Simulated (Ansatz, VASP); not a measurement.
## Two plane-wave programs on NiO2

```
Ni O
1.0
     2.78399    0.00000    0.00000
    -1.39199    2.41100    0.00000
     0.00000    0.00000    4.97261
Ni O
1 2
Direct
  0.00000 0.00000 0.50000
  0.66667 0.33333 0.63738
  0.33333 0.66667 0.36262
```

Alike in both runs: task single point; functional PBEsol; k mesh 12 × 12 × 6; occupations gaussian, width 0.05 eV; no spin polarisation.

```csv
,VASP,Ansatz
version,VASP 6.6.1,Ansatz 0.2.0
potentials or method,"VASP PAW PBE potentials, release 64 (Ni_sv_GW, O), cutoff 700 eV","scalar-relativistic, plane waves, PAW"
valence electrons in the cell,30,30
```

Ansatz gave:

```
gap on the k mesh at the Fermi level (eV) : 0.86
least direct gap on the mesh (eV)         : 1.38
rms of the force components (eV/Å)        : 2.685
```

**Question.** Which values does VASP return?

**Answer.** gap on the k mesh at the Fermi level (eV): 0.85; least direct gap on the mesh (eV): 1.38; rms of the force components (eV/Å): 2.704.

VASP's potentials were made for PBE, not for PBEsol. Atom by atom the forces differ by 0.018 eV/Å (rms over components). The functional is the same, so the differences come from potentials, cutoffs and numerics.
